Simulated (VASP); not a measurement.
Here is a VASP 6.6.1 calculation.

The input INCAR:

```
ALGO = Normal
EDIFF = 1E-7
ENCUT = 520
GGA = CA
ISIF = 2
ISMEAR = 1
LASPH = True
LCHARG = True
LELF = True
LREAL = False
LVHAR = True
LWAVE = False
NBANDS = 11
NELM = 100
PREC = Accurate
SIGMA = 0.1
```

KPOINTS

```
k-points
0
Gamma
  8 8 8
```

Contents of POSCAR:

```
Ca
1.0
    0.0000000000      2.6651449849      2.6651449849
    2.6651449849      0.0000000000      2.6651449849
    2.6651449849      2.6651449849      0.0000000000
Ca
1
Direct
    0.0000000000      0.0000000000      0.0000000000
```

Potentials or basis: VASP PAW LDA potentials, release 64 (Ca_sv).

The run is started by

```sh
$ cat potpaw_LDA.64/Ca_sv/POTCAR > POTCAR
$ mpirun -np 1 vasp_std > vasp.out
```

Problem. Predict the band gap on the k mesh.

Solution. Zero (band 5 reaches 2.34 eV, above the bottom of band 6 at 2.21 eV).

Problem. Estimate the pressure.

Solution. 0.0 GPa.
